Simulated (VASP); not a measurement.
# Br (P6/mmm) in VASP: a series of runs

Br is run at these levels: PBE; tasks: relaxation of cell and atoms, single point.

Everything below comes from runs of VASP 6.6.1. Logs are shortened: lines on timing, memory, paths and dates and some standing lists are left out, and cuts for length are marked.

**1. The cell of the first run**

It takes space group P6/mmm (No. 191, hexagonal). The conventional cell has a = 3.221 Å, b = 3.221 Å, c = 4.333 Å, α = 90.00°, β = 90.00°, γ = 120.00°. Br (site symmetry -6m2) has 3 Br at 1.86 Å within 2.5 Å.

**2. Relaxation of cell and atoms, PBE**

INCAR

```
ALGO     = Normal         # electronic algorithm
EDIFF    = 1E-6           # SCF threshold, eV
EDIFFG   = -0.04          # ionic threshold
ENCUT    = 600            # plane-wave cutoff, eV
GGA      = PE             # functional
IBRION   = 2              # ionic algorithm
ISIF     = 3              # what is computed and relaxed
ISMEAR   = 0              # smearing method
LASPH    = True           # aspherical terms in the spheres
LCHARG   = False          # write CHGCAR
LREAL    = False          # projectors in reciprocal space
LWAVE    = False          # write WAVECAR
NELM     = 100            # most SCF steps
NSW      = 90             # ionic steps
PREC     = Accurate       # precision mode
SIGMA    = 0.1            # smearing width, eV
```

KPOINTS

```
k-points
0
Gamma
  6 6 4
```

POSCAR

```
Br
1.0
    3.2212936300      0.0000000000      0.0000000000
   -1.6106468200      2.7897221200      0.0000000000
    0.0000000000      0.0000000000      4.3331950400
Br
2
Direct
    0.3333333300      0.6666666700      0.0000000000
    0.6666666700      0.3333333300      0.0000000000
```

Potentials or basis: VASP PAW PBE potentials, release 64 (Br).

Launch:

```bash
cat potpaw_PBE.64/Br/POTCAR > POTCAR
mpirun -np 1 vasp_std > vasp.out
```

OUTCAR:

```text
EDIFF = 1E-6
   EDIFFG = -0.04
   ENCUT = 600
   GGA = PE
   IBRION = 2
   ISIF = 3
   ISMEAR = 0
   LASPH = True
   LREAL = False
   NELM = 100
   NSW = 90
   PREC = Accurate

 ion  position               nearest neighbor table
   1  0.333  0.667  0.000-   2 1.86   2 1.86   2 1.86
   2  0.667  0.333  0.000-   1 1.86   1 1.86   1 1.86

  LATTYP: Found a hexagonal cell.
 ALAT       =     3.2212936300
 C/A-ratio  =     1.3451723244

  Lattice vectors:

 A1 = (   3.2212936300,   0.0000000000,   0.0000000000)
 A2 = (  -1.6106468200,   2.7897221200,   0.0000000000)
 A3 = (   0.0000000000,   0.0000000000,   4.3331950400)

Analysis of symmetry for initial positions (statically):
=====================================================================
 Subroutine PRICEL returns:
 Original cell was already a primitive cell.

 Routine SETGRP: Setting up the symmetry group for a
 hexagonal supercell.

 Subroutine GETGRP returns: Found 24 space group operations
 (whereof 24 operations were pure point group operations)
 out of a pool of 24 trial point group operations.

The static configuration has the point symmetry D_6h.

Analysis of symmetry for dynamics (positions and initial velocities):
=====================================================================
 Subroutine PRICEL returns:
 Original cell was already a primitive cell.

 Routine SETGRP: Setting up the symmetry group for a
 hexagonal supercell.

 Subroutine GETGRP returns: Found 24 space group operations
 (whereof 24 operations were pure point group operations)
 out of a pool of 24 trial point group operations.

The dynamic configuration has the point symmetry D_6h.

 Subroutine INISYM returns: Found 24 space group operations
 (whereof 24 operations are pure point group operations),
 and found     1 'primitive' translations

----------------------------------------------------------------------------------------

                                     Primitive cell

  volume of cell :      38.9403

  direct lattice vectors                    reciprocal lattice vectors
     3.221293630  0.000000000  0.000000000     0.310434290  0.179229321  0.000000000
    -1.610646820  2.789722120  0.000000000     0.000000000  0.358458641  0.000000000
     0.000000000  0.000000000  4.333195040     0.000000000  0.000000000  0.230776596

  length of vectors
     3.221293630  3.221293635  4.333195040     0.358458642  0.358458641  0.230776596

  position of ions in fractional coordinates (direct lattice)
     0.333333330  0.666666670  0.000000000
     0.666666670  0.333333330  0.000000000

  ion indices of the primitive-cell ions
   primitive index   ion index
                 1           1
                 2           2

----------------------------------------------------------------------------------------

 KPOINTS: k-points

Automatic generation of k-mesh.
 Grid dimensions read from file:
 generate k-points for:    6    6    4

 Generating k-lattice:

  Cartesian coordinates                     Fractional coordinates (reciprocal lattice)
     0.051739048  0.029871554  0.000000000     0.166666667  0.000000000  0.000000000
     0.000000000  0.059743107  0.000000000     0.000000000  0.166666667  0.000000000
     0.000000000  0.000000000  0.057694149     0.000000000  0.000000000  0.250000000

  Length of vectors
     0.059743107  0.059743107  0.057694149

  Shift w.r.t. Gamma in fractional coordinates (k-lattice)
     0.000000000  0.000000000  0.000000000

 Subroutine IBZKPT returns following result:
 ===========================================

 Found     21 irreducible k-points:

 Following reciprocal coordinates:
            Coordinates               Weight
  0.000000  0.000000  0.000000      1.000000
  0.166667  0.000000  0.000000      6.000000
  0.333333 -0.000000  0.000000      6.000000
  0.500000  0.000000  0.000000      3.000000
  0.166667  0.166667  0.000000      6.000000
  0.333333  0.166667  0.000000     12.000000
[... 13 lines left out ...]
  0.333333  0.166667  0.500000     12.000000
  0.333333  0.333333  0.500000      2.000000
   k-points           NKPTS =     21   k-points in BZ     NKDIM =     21   number of bands    NBANDS=     11
   number of dos      NEDOS =    301   number of ions     NIONS =      2
   total plane-waves  NPLWV =  28224
   dimension x,y,z NGX =    28 NGY =   28 NGZ =   36
   dimension x,y,z NGXF=    56 NGYF=   56 NGZF=   72
   ions per type =               2
   NGX,Y,Z   is equivalent  to a cutoff of  14.45, 14.45, 13.81 a.u.
   NGXF,Y,Z  is equivalent  to a cutoff of  28.90, 28.90, 27.62 a.u.
 SYSTEM =  unknown system
   PREC   = accura    normal or accurate (medium, high low for compatibility)
   ISTART =      0    job   : 0-new  1-cont  2-samecut
   ICHARG =      2    charge: 1-file 2-atom 10-const
   ISPIN  =      1    spin polarized calculation?
   LNONCOLLINEAR =      F non collinear calculations
   LSORBIT =      F    spin-orbit coupling
   LASPH  =      T    aspherical Exc in radial PAW
   ENCUT  =  600.0 eV  44.10 Ry    6.64 a.u.   6.43  6.43  8.65*2*pi/ulx,y,z
   NELM   =    100;   NELMIN=  2; NELMDL= -5     # of ELM steps
   EDIFF  = 0.1E-05   stopping-criterion for ELM
   LREAL  =      F    real-space projection
   EDIFFG = -.4E-01   stopping-criterion for IOM
   NSW    =     90    number of steps for IOM
   IBRION =      2    ionic relax: 0-MD 1-quasi-New 2-CG
   NFREE  =      1    steps in history (QN), initial steepest desc. (CG)
   ISIF   =      3    stress and relaxation
   ISYM   =      2    0-nonsym 1-usesym 2-fastsym
   POTIM  = 0.5000    time-step for ionic-motion
   TEBEG  =    0.0;   TEEND  =   0.0 temperature during run
   PSTRESS=    0.0 pullay stress
   NELECT =      14.0000    total number of electrons
   NUPDOWN=      -1.0000    fix difference up-down
   EMIN   =  10.00;   EMAX   =-10.00  energy-range for DOS
   EFERMI =   0.00;   METHOD = LEGACY
   ISMEAR =     0;   SIGMA  =   0.10  broadening in eV -4-tet -1-fermi 0-gaus
   EFERMI_NEDOS =   21; number of points for ismear=-14 and -15
   IALGO  =     38    algorithm
   IMIX   =      4    mixing-type and parameters
     AMIX     =   0.40;   BMIX     =  1.00
     AMIX_MAG =   1.60;   BMIX_MAG =  1.00
  volume/ion in A,a.u.               =      19.47       131.39
  Fermi-wavevector in a.u.,A,eV,Ry     =   1.164084  2.199800 18.437142  1.355092
  Thomas-Fermi vector in A             =   2.300626
   LORBIT       =      0    0 simple, 1 ext, 2 COOP (PROOUT), +10 PAW based schemes
   GGA     = PE    functional components
   LHFCALC =     F    Hartree Fock is set to
   AEXX    =    0.0000 exact exchange contribution
   IVDW    =     0    specifies the selected vdW correction
   LEPSILON=     F    determine dielectric tensor
   LRPA    =     F    only Hartree local field effects (RPA)
 conjugate gradient relaxation of ions
 non-spin polarized calculation
 Gauss-broadening in eV      SIGMA  =   0.10
  energy-cutoff  :      600.00
  volume of cell :       38.94
 maximum number of plane-waves:      1321
 NGX is ok and might be reduce to    28
   NGX = 13   NGY = 13   NGZ = 17

--------------------------------------- Ionic step        1  -------------------------------------------

 number of electron      14.0000001 magnetization

 Free energy of the ion-electron system (eV)
  ---------------------------------------------------
  ext. energy  EPLUGINS =         0.00000000
  ---------------------------------------------------
  free energy    TOTEN  =        18.15317988 eV

  energy without entropy =       18.17270475  energy(sigma->0) =       18.16294232

 E-fermi :   8.8998     XC(G=0):  -9.7692

 val. band max:        8.8965000545   @ k =   0.1667   0.0000   0.2500
 cond. band min:       8.9175234017   @ k =   0.3333   0.1667   0.5000
 fundamental gap:      0.0210233471
 Fermi energy:         8.8998494733

 k-point     1 :       0.0000    0.0000    0.0000
  band No.  band energies     occupation
      1     -19.5047      2.00000
      2      -4.2602      2.00000
      3      -4.2602      2.00000
      4      -3.6799      2.00000
      5      -0.6467      2.00000
      6       4.4972      2.00000
      7       4.4972      2.00000
      8       6.9416      2.00000
      9       9.3288      0.00000
     10      13.8106      0.00000
     11      16.2812      0.00000
[... 379 lines left out ...]
  FREE ENERGIE OF THE ION-ELECTRON SYSTEM (eV)
  ---------------------------------------------------
  free  energy   TOTEN  =        -2.0635085295 eV

  energy  without entropy=       -2.0510722386  energy(sigma->0) =       -2.05729038

 E-fermi :   0.4846     XC(G=0):  -7.3480

 val. band max:        0.4754343606   @ k =   0.1667   0.0000   0.0000
 cond. band min:       0.5075501359   @ k =   0.1667   0.0000   0.2500
 fundamental gap:      0.0321157753
 Fermi energy:         0.4846060610

 k-point     1 :       0.0000    0.0000    0.0000
  band No.  band energies     occupation
      1     -16.9016      2.00000
      2     -12.0462      2.00000
      3      -5.0828      2.00000
      4      -5.0828      2.00000
      5      -3.4345      2.00000
      6      -0.0953      2.00000
      7      -0.0953      2.00000
      8       0.4140      1.68219
      9       4.4734      0.00000
     10       8.0171      0.00000
     11      13.3622      0.00000
[... 267 lines left out ...]
 k-point    21 :       0.3333    0.3333    0.5000
  band No.  band energies     occupation
      1     -15.0289      2.00000
      2     -15.0289      2.00000
      3      -6.3269      2.00000
      4      -2.4465      2.00000
      5      -2.4465      2.00000
      6      -1.3273      2.00000
      7      -1.3273      2.00000
      8       3.6065      0.00000
      9       5.7011      0.00000
     10       6.5824      0.00000
     11      10.4244      0.00000

[... ionic steps 4 to 12 ...]

--------------------------------------- Ionic step       13  -------------------------------------------

 number of electron      14.0000000 magnetization

------------------------ aborting loop because EDIFF is reached ----------------------------------------

  FORCE on cell =-STRESS in cart. coord.  units (eV):
  Direction    XX          YY          ZZ          XY          YZ          ZX
  --------------------------------------------------------------------------------------
  -------------------------------------------------------------------------------------
  Total        0.1104896      0.1104896      0.0218380     -0.0000000     -0.0000000      0.0000000
  in kB        1.8540951      1.8540951      0.3664579     -0.0000000     -0.0000000      0.0000000
  external PRESSURE =       1.3582161 kB  Pullay stress =       0.0000000 kB
[... 57 lines left out ...]
  energy  without entropy=       -2.5697313974  energy(sigma->0) =       -2.57280772

--------------------------------------- Ionic step       15  -------------------------------------------

 number of electron      14.0000001 magnetization

 Free energy of the ion-electron system (eV)
  ---------------------------------------------------
  ext. energy  EPLUGINS =         0.00000000
  ---------------------------------------------------
  free energy    TOTEN  =        -2.57754675 eV

  energy without entropy =       -2.57115585  energy(sigma->0) =       -2.57435130

 E-fermi :  -2.0932     XC(G=0):  -6.2834

 val. band max:       -2.1070361500   @ k =   0.0000   0.0000   0.0000
 cond. band min:      -1.8665234440   @ k =   0.1667   0.0000   0.0000
 fundamental gap:      0.2405127059
 Fermi energy:        -2.0932471065

 k-point     1 :       0.0000    0.0000    0.0000
  band No.  band energies     occupation
      1     -17.1668      2.00000
      2     -14.8070      2.00000
      3      -5.6155      2.00000
      4      -5.6155      2.00000
      5      -4.2243      2.00000
      6      -2.1670      1.70327
      7      -2.1670      1.70327
      8      -2.1070      1.15461
      9       3.0191      0.00000
     10       6.2150      0.00000
     11       9.0462      0.00000
[... 307 lines left out ...]
  FREE ENERGIE OF THE ION-ELECTRON SYSTEM (eV)
  ---------------------------------------------------
  free  energy   TOTEN  =        -2.5775467547 eV

  energy  without entropy=       -2.5711558547  energy(sigma->0) =       -2.57435130

 reached required accuracy - stopping structural energy minimisation
```

It took 1.8 min on 1 thread of Intel Xeon 6975P-C, shared host; peak memory 0.17 GiB.

Results:

```yaml
Free_energy: -2.5775 eV
Relaxed_volume: 47.99 Å³/atom
Relaxed_cell: a = 4.907 Å, b = 4.907 Å, c = 4.603 Å, α = 90.00°, β = 90.00°, γ = 120.00°
Space_group_after_relaxing_to_0.05_Å: P6/mmm (No. 191)
Energy_gained_by_relaxing: 10365.4 meV/atom
Ionic_steps: 15
Pressure_after_relaxing: 0.0 GPa
Band_gap_on_the_k_mesh: zero (band 7 reaches -2.12 eV, above the bottom of band 8 at -2.14 eV)
```

The path:
```csv
step,energy change (eV),largest force (eV/Å),pressure (GPa),volume (Å³)
1,0.0000,0.0000,194.42,38.94
2,-12.7756,0.0000,-7.29,286.36
3,-20.2167,0.0000,-3.10,116.37
4,-20.3422,0.0000,-2.93,111.94
5,-19.8757,0.0000,12.19,70.89
6,-20.6350,0.0000,-1.86,99.59
7,-20.7050,0.0000,1.36,86.57
8,-20.7261,0.0000,-0.14,91.22
9,-20.7267,0.0000,0.21,89.96
10,-20.7270,0.0000,0.20,90.21
11,-20.7278,0.0000,0.19,90.96
12,-20.7291,0.0000,0.17,92.47
13,-20.7304,0.0000,0.14,95.48
14,-20.7291,0.0000,-0.28,97.24
15,-20.7307,0.0000,0.01,95.98
```

Final structure:
```xyz
2
Lattice="4.9070 0.0000 0.0000 -2.4535 4.2496 0.0000 0.0000 0.0000 4.6028" Properties=species:S:1:pos:R:3 pbc="T T T"
Br    0.0000    2.8331    0.0000
Br    2.4535    1.4165    0.0000
```

Caveat: the k points lie up to 0.34 Å⁻¹ apart in the final cell; the volume moved by over 15 % at a fixed basis, so the end points are rough; this functional lacks dispersion, which binds the layers, so the pressure and a relaxed spacing across them are unreliable.

**3. Single point, PBE**

This run uses another cell than the first one, of 49.68 Å³/atom, 2.552 times its volume.

INCAR

```
SYSTEM = Br
ALGO = Normal ; EDIFF = 1E-6
ENCUT = 520 ; GGA = PE
ISIF = 2 ; ISMEAR = 0
LASPH = .TRUE. ; LCHARG = .FALSE.
LREAL = .FALSE. ; LWAVE = .FALSE.
NBANDS = 14 ; NELM = 100
PREC = Accurate ; SIGMA = 0.1
```

KPOINTS

```
k-points
0
G
  12 12 12
  0 0 0
```

POSCAR

```
Br
1.0
    4.9105538269      0.0000000000      0.0000000000
   -2.4552769134      4.2526643607      0.0000000000
    0.0000000000      0.0000000000      4.7582310508
Br
2
Direct
    0.3333333333      0.6666666667      0.0000000000
    0.6666666667      0.3333333333      0.0000000000
```

Potentials or basis: VASP PAW PBE potentials, release 64 (Br).

Launch:

```bash
cat potpaw_PBE.64/Br/POTCAR > POTCAR
mpirun -np 1 vasp_std > vasp.out
```

Run time: 1.8 min. Hardware: 1 thread of Intel Xeon 6975P-C, shared host; peak memory 0.32 GiB.

The run converged. Its results:

| Quantity | Value |
| --- | --- |
| Free energy | -2.5885 eV |
| Pressure | 0.0 GPa |
| Band gap on the k mesh | zero (band 7 reaches -2.29 eV, above the bottom of band 8 at -2.32 eV) |

Levels at points of the mesh, in eV from the Fermi level:
```csv
k point,band 3,band 4,band 5,band 6,band 7,band 8,band 9,band 10,band 11,band 12
"(0.00, 0.00, 0.00)",-3.50,-3.50,-2.17,-0.06,-0.06,-0.04,5.09,8.30,11.00,11.00
"(0.50, 0.00, 0.00)",-3.96,-2.83,-1.55,-0.86,-0.13,1.13,6.95,7.19,8.92,9.97
"(0.00, 0.00, 0.50)",-3.47,-3.47,-2.62,-0.25,-0.03,-0.03,7.56,7.91,9.55,9.55
"(0.50, 0.00, 0.50)",-3.93,-2.78,-1.92,-1.18,-0.11,1.15,7.23,8.06,8.39,9.70
```

Caveat: this functional lacks dispersion, which binds the layers, so the pressure and a relaxed spacing across them are unreliable.

**4. Relaxation of cell and atoms, PBE**

This run uses another cell than the first one, of 46.95 Å³/atom, 2.412 times its volume.

INCAR

```
ALGO = Normal
EDIFF = 1E-6
EDIFFG = -0.01
ENCUT = 600
GGA = PE
IBRION = 2
ISIF = 3
ISMEAR = 0
LASPH = T
LCHARG = F
LREAL = F
LWAVE = F
NELM = 80
NSW = 100
PREC = Accurate
SIGMA = 0.1
```

KPOINTS

```
k-points
0
Gamma
  12 12 12
```

POSCAR

```
Br
1.0
    4.9104466653      0.0000000000      0.0000000000
   -2.4552233326      4.2525715560      0.0000000000
    0.0000000000      0.0000000000      4.4970513293
Br
2
Direct
    0.3333333333      0.6666666667      0.0000000000
    0.6666666667      0.3333333333      0.0000000000
```

Launch:

```bash
cat potpaw_PBE.64/Br/POTCAR > POTCAR
mpirun -np 1 vasp_std > vasp.out
```

It took 7.6 min on 1 thread of Intel Xeon 6975P-C, shared host; peak memory 0.34 GiB.

It converged, with:

```
Free energy                            : -2.5883 eV
Relaxed volume                         : 48.75 Å³/atom
Relaxed cell                           : a = 4.909 Å, b = 4.909 Å, c = 4.672 Å, α = 90.00°, β = 90.00°, γ = 120.00°
Space group after relaxing (to 0.05 Å) : P6/mmm (No. 191)
Energy gained by relaxing              : 0.6 meV/atom
Ionic steps                            : 9
Pressure after relaxing                : 0.0 GPa
Band gap on the k mesh                 : zero (band 7 reaches -2.20 eV, above the bottom of band 8 at -2.23 eV)
```

Step by step:
```
step  energy change (eV)  largest force (eV/Å)  pressure (GPa)  volume (Å³)
   1              0.0000                0.0000            0.02        93.91
   2             -0.0001                0.0000            0.04        93.99
   3             -0.0003                0.0000            0.07        94.24
   4             -0.0004                0.0000            0.14        94.73
   5             -0.0004                0.0000            0.15        94.79
   6             -0.0005                0.0000            0.13        94.97
   7             -0.0007                0.0000            0.11        95.33
   8             -0.0009                0.0000            0.08        96.05
   9             -0.0013                0.0000            0.02        97.50
```

Final structure:
```yaml
crystal:
  lattice:
    - [4.90917, 0.00000, 0.00000]
    - [-2.45458, 4.25146, 0.00000]
    - [0.00000, 0.00000, 4.67150]
  atoms:
    - { symbol: Br, position: [0.33333, 0.66667, 0.00000] }
    - { symbol: Br, position: [0.66667, 0.33333, 0.00000] }
```

Levels at points of the mesh, in eV from the Fermi level:
```tsv
k point	band 3	band 4	band 5	band 6	band 7	band 8	band 9	band 10	band 11
(0.00, 0.00, 0.00)	-3.51	-3.51	-2.15	-0.07	-0.07	-0.02	5.11	8.31	11.08
(0.50, 0.00, 0.00)	-3.97	-2.83	-1.52	-0.84	-0.13	1.13	6.95	7.22	8.94
(0.00, 0.00, 0.50)	-3.48	-3.48	-2.66	-0.27	-0.03	-0.03	7.61	8.05	9.51
(0.50, 0.00, 0.50)	-3.93	-2.78	-1.95	-1.20	-0.11	1.15	7.23	8.09	8.34
```

Caveat: this functional lacks dispersion, which binds the layers, so the pressure and a relaxed spacing across them are unreliable.

**5. Summary**

| task | cell | k mesh | cutoff (eV) | gap on the mesh (eV) | pressure (GPa) | relaxed volume (Å³/atom) |
| --- | --- | --- | --- | --- | --- | --- |
| relaxation of cell and atoms | relaxed from a = 3.221, b = 3.221, c = 4.333 Å, angles 90.0, 90.0, 120.0°, 2 atoms | 6 × 6 × 4 | 600 | none | 0.0 | 47.99 |
| single point | a = 4.911, b = 4.911, c = 4.758 Å, angles 90.0, 90.0, 120.0°, 2 atoms | 12 × 12 × 12 | 520 | none | 0.0 | - |
| relaxation of cell and atoms | relaxed from a = 4.910, b = 4.910, c = 4.497 Å, angles 90.0, 90.0, 120.0°, 2 atoms | 12 × 12 × 12 | 600 | none | 0.0 | 48.75 |

Alike in all rows: level PBE; potentials or basis VASP PAW PBE potentials, release 64 (Br); no spin polarisation; smearing gaussian 0.1 eV.

Caveats: some runs use coarse meshes; this functional lacks dispersion, which binds the layers, so the pressure and a relaxed spacing across them are unreliable; the volume moved by over 15 % at a fixed basis, so the end points are rough (some runs).

Absolute energies hang on the potentials; compare differences alone.
